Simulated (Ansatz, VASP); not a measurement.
## Pb: VASP beside Ansatz

POSCAR

```
Pb
1.0
    0.0000000000      2.4750200000      2.4750200000
    2.4750200000      0.0000000000      2.4750200000
    2.4750200000      2.4750200000      0.0000000000
Pb
1
Direct
    0.0000000000      0.0000000000      0.0000000000
```

INCAR.step1

```
PREC     = Accurate       # precision mode
ENCUT    = 550            # plane-wave cutoff, eV
ISMEAR   = -5             # smearing method
SIGMA    = 0.05           # smearing width, eV
LREAL    = False          # projectors in reciprocal space
LASPH    = True           # aspherical terms in the spheres
NELM     = 120            # most SCF steps
NBANDS   = 13             # bands
GGA      = PE             # functional
ALGO     = Normal         # electronic algorithm
EDIFF    = 1E-5           # SCF threshold, eV
LWAVE    = True           # write WAVECAR
LCHARG   = False          # write CHGCAR
GGA_COMPAT= False
```

Contents of INCAR.step2:

```
PREC     = Accurate       # precision mode
ENCUT    = 550            # plane-wave cutoff, eV
EDIFF    = 1E-6           # SCF threshold, eV
ISMEAR   = -5             # smearing method
SIGMA    = 0.05           # smearing width, eV
LREAL    = False          # projectors in reciprocal space
LASPH    = True           # aspherical terms in the spheres
NELM     = 120            # most SCF steps
ALGO     = Normal         # electronic algorithm
ISIF     = 2              # what is computed and relaxed
LWAVE    = False          # write WAVECAR
LCHARG   = False          # write CHGCAR
METAGGA  = R2SCAN         # meta-GGA
LMIXTAU  = True         
LUSE_VDW = True         
IVDW_NL  = 2            
BPARAM   = 11.95        
CPARAM   = 0.0093       
NBANDS   = 13             # bands
ISTART   = 1            
GGA_COMPAT= False
```

Contents of KPOINTS:

```
regular mesh
0
Gamma
  9 9 9
```

The input input.yaml:

```yaml
crystal:
  lattice: { a: 4.95004, b: 4.95004, c: 4.95004, alpha: 90.0, beta: 90.0, gamma: 90.0 }
  space_group: 225
  reduce_to_primitive: true
  atoms:
    - { symbol: Pb, wyckoff: "4a", position: [0.0, 0.0, 0.0] }
hamiltonian:
  xc: r2scan
  pseudopotentials: { kind: paw }
  dispersion: rvv10
kpoints:
  mp_grid: { grid: [9, 9, 9] }
scf:
  occupations: { method: tetrahedron }
output:
  forces: true
  stress: true
  bader: true
  populations: intrinsic
  write_density: true
  write_potential: true
  elf: true
  volumetric_format: npy
```

Alike in both runs: functional r2SCAN; dispersion rVV10; k mesh 9 × 9 × 9; occupations tetrahedron; no spin polarisation.

```csv
,VASP,Ansatz
version,VASP 6.6.1,Ansatz 0.2.0
potentials or method,"VASP PAW PBE potentials, release 64 (Pb_d)",Ansatz PAW
plane-wave cutoff (eV),550,500
valence electrons in the cell,14,14
task,single point,atomic charges
```

|  | VASP | Ansatz | Ansatz less VASP |
| --- | --- | --- | --- |
| gap on the k mesh at the Fermi level (eV) | none | none | - |
| pressure (GPa) | 0.5 | 0.3 | -0.21 |

VASP's potentials were made for PBE, not for r2SCAN. A gap of «none» marks a metal or a gap that the smearing closes.

Spin-orbit coupling is off throughout.
